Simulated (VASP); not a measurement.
Input of a VASP 6.6.1 run:

Contents of POSCAR:

```
Mg2Si
1.0
    0.0000000000      3.2311230064      3.2311230064
    3.2311230064      0.0000000000      3.2311230064
    3.2311230064      3.2311230064      0.0000000000
Mg Si
2 1
Direct
    0.2500000000      0.2500000000      0.2500000000
    0.7500000000      0.7500000000      0.7500000000
    0.0000000000      0.0000000000      0.0000000000
```

INCAR.step1

```
SYSTEM = Mg2Si
ALGO = Normal
EDIFF = 1E-5
ENCUT = 660
GGA = PE
GGA_COMPAT = .False.
ISMEAR = 0
LASPH = .True.
LCHARG = .False.
LREAL = .False.
LWAVE = .True.
NBANDS = 11
NELM = 120
PREC = Accurate
SIGMA = 0.01
```

The input INCAR.step2:

```
SYSTEM = Mg2Si
ALGO = Normal
EDIFF = 1E-6
ENCUT = 660
GGA_COMPAT = .False.
ISIF = 2
ISMEAR = 0
ISTART = 1
LASPH = .True.
LCHARG = .False.
LMIXTAU = .True.
LREAL = .False.
LWAVE = .False.
METAGGA = R2SCAN
NBANDS = 11
NELM = 120
PREC = Accurate
SIGMA = 0.01
```

File KPOINTS:

```
k-points
0
Gamma
  6 6 6
  0 0 0
```

Potentials or basis: VASP PAW PBE potentials, release 64 (Mg, Si).

Launch:

```sh
$ cat potpaw_PBE.64/Mg/POTCAR potpaw_PBE.64/Si/POTCAR > POTCAR
$ cp INCAR.step1 INCAR
$ mpirun -np 1 vasp_std > vasp.out
$ cp INCAR.step2 INCAR
$ mpirun -np 1 vasp_std > vasp.out
```

Task: Predict the band gap on the k mesh.

Result: 0.50 eV (least direct gap 2.13 eV).

Task: Predict the pressure.

Result: -3.3 GPa.

Caveat: the cell stands under tension; the PAW data sets were made with another functional, which shifts forces and pressure a little. A k mesh can miss the band edges.
